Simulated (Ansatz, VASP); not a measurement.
**One calculation of ZnPt, two programs**

```
CELL_PARAMETERS angstrom
2.92017 0.00000 0.00000
0.00000 2.92017 0.00000
0.00000 0.00000 3.57884
ATOMIC_POSITIONS crystal
Zn 0.50000 0.50000 0.50000
Pt 0.00000 0.00000 0.00000
```

Change from the starting cell: volume scaled by 1.06, crystal datasets.

Alike in both runs: task electric field gradients; functional PBEsol; k mesh 11 × 11 × 9; occupations fermi-dirac, width 0.05 eV; no spin polarisation.

|  | VASP | Ansatz |
| --- | --- | --- |
| version | VASP 6.6.1 | Ansatz 0.2.0 |
| potentials or method | VASP PAW PBE potentials, release 64 (Zn, Pt), cutoff 520 eV | all-electron PAW with datasets made for the crystal, scalar-relativistic |

VASP gave:

- pressure (GPa): -14.1
- traceless stress, the component that is largest in VASP (GPa): 0.31
- size of Vzz on the site where it differs most (V/Å²): 168.0

Question: What did Ansatz give for the same quantities?

Answer: Pressure (GPa): -14.4; traceless stress, the component that is largest in VASP (GPa): 0.27; size of Vzz on the site where it differs most (V/Å²): 152.8.

VASP's potentials were made for PBE, not for PBEsol. Ansatz ran all-electron here, and VASP with PAW potentials.

Spin-orbit coupling is off throughout.
